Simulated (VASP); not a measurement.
Sn, 2 atoms in the cell. The structure is tetragonal, space group I4_1/amd (No. 141). Conventional cell: a = 5.841 Å, b = 5.841 Å, c = 3.177 Å, α = 90.00°, β = 90.00°, γ = 90.00°. Sn (site symmetry -4m2) has 10 Sn at 3.03 to 3.77 Å within 4.0 Å. 

```yaml
Program: VASP 6.6.1
Task: single point
Functional: r2SCAN
Potentials_or_basis: VASP PAW PBE potentials, release 64 (Sn_d)
Cutoff: 520 eV
k_mesh: 9 × 9 × 9
Occupations: fermi-dirac, width 0.05 eV
Spin: no spin polarisation
Dipole_correction: no
Further_INCAR_settings: ALGO = Normal; EDIFF = 1e-06; NBANDS = 21
```

Potentials or basis: VASP PAW PBE potentials, release 64 (Sn_d).

Launch:

```bash
$ cat potpaw_PBE.64/Sn_d/POTCAR > POTCAR
$ cp INCAR.step1 INCAR
$ mpirun -np 1 vasp_std > vasp.out
$ cp INCAR.step2 INCAR
$ mpirun -np 1 vasp_std > vasp.out
```

Hardware: 1 thread of Intel(R) Xeon(R) Platinum 8259CL CPU @ 2.50GHz (Skylake/Cascade Lake), with other jobs on the host.

Problem. How long does it take, and how much memory?

Solution. Run time: 5 min on 1 thread of Intel(R) Xeon(R) Platinum 8259CL CPU @ 2.50GHz (Skylake/Cascade Lake) (shared host), peak memory 0.25 GiB. Counts: k points 75.
